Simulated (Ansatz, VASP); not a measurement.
## C in VASP and in Ansatz

The input POSCAR:

```
C
1.0
    2.5123860674      0.0000000000      0.0000000000
   -1.2561930337      2.1757901585      0.0000000000
    0.0000000000      0.0000000000     12.3917727075
C
12
Direct
    0.0000000000      0.0000000000      0.1868286680
    0.0000000000      0.0000000000      0.6868286680
    0.0000000000      0.0000000000      0.3131713320
    0.0000000000      0.0000000000      0.8131713320
    0.3333333333      0.6666666667      0.5207643645
    0.6666666667      0.3333333333      0.0207643645
    0.3333333333      0.6666666667      0.9792356355
    0.6666666667      0.3333333333      0.4792356355
    0.3333333333      0.6666666667      0.6450550053
    0.6666666667      0.3333333333      0.1450550053
    0.3333333333      0.6666666667      0.8549449947
    0.6666666667      0.3333333333      0.3549449947
```

INCAR.step1

```
PREC = Accurate
ENCUT = 520
ISMEAR = 0
SIGMA = 0.05
LREAL = F
LASPH = T
NELM = 100
NBANDS = 36
GGA = PE
ALGO = Normal
EDIFF = 1E-4
LWAVE = T
LCHARG = F
```

File INCAR.step2:

```
PREC = Accurate
ENCUT = 520
EDIFF = 1E-7
ISMEAR = 0
SIGMA = 0.05
LREAL = F
LASPH = T
NELM = 100
ALGO = Normal
ISIF = 2
LWAVE = F
LCHARG = F
METAGGA = R2SCAN
LMIXTAU = T
NBANDS = 36
ISTART = 1
```

File KPOINTS:

```
Automatic mesh
0
Gamma
  12 12 2
```

Input for Ansatz:

```yaml
crystal:
  lattice:
    - [2.5123860674, 0.0, 0.0]
    - [-1.2561930337, 2.1757901585, 0.0]
    - [0.0, 0.0, 12.3917727075]
  atoms:
    - { symbol: C, position: [0.0, 0.0, 0.186828668] }
    - { symbol: C, position: [0.0, 0.0, 0.686828668] }
    - { symbol: C, position: [0.0, 0.0, 0.313171332] }
    - { symbol: C, position: [0.0, 0.0, 0.813171332] }
    - { symbol: C, position: [0.3333333333, 0.6666666667, 0.5207643645] }
    - { symbol: C, position: [0.6666666667, 0.3333333333, 0.0207643645] }
    - { symbol: C, position: [0.3333333333, 0.6666666667, 0.9792356355] }
    - { symbol: C, position: [0.6666666667, 0.3333333333, 0.4792356355] }
    - { symbol: C, position: [0.3333333333, 0.6666666667, 0.6450550053] }
    - { symbol: C, position: [0.6666666667, 0.3333333333, 0.1450550053] }
    - { symbol: C, position: [0.3333333333, 0.6666666667, 0.8549449947] }
    - { symbol: C, position: [0.6666666667, 0.3333333333, 0.3549449947] }
basis:
  ecutwfc: 500
kpoints:
  mp_grid: { grid: [12, 12, 2] }
hamiltonian:
  xc: r2scan
scf:
  occupations: { method: gaussian, width: 0.05 }
output:
  forces: true
  stress: true
  eigenvalues: true
  write_density: true
  write_potential: true
  elf: true
  volumetric_format: npy
```

Alike in both runs: task single point; functional r2SCAN; k mesh 12 × 12 × 2; occupations gaussian, width 0.05 eV; no spin polarisation.

|  | VASP | Ansatz |
| --- | --- | --- |
| version | VASP 6.6.1 | Ansatz 0.2.0 |
| potentials or method | VASP PAW PBE potentials, release 64 (C), cutoff 520 eV | scalar-relativistic, plane waves, PAW |
| valence electrons in the cell | 48 | 48 |

```csv
,VASP,Ansatz,Ansatz less VASP
gap on the k mesh at the Fermi level (eV),4.66,4.69,+0.027
least direct gap on the mesh (eV),5.63,5.68,+0.045
pressure (GPa),1.1,0.0,-1.11
```

VASP's potentials were made for PBE, not for r2SCAN.
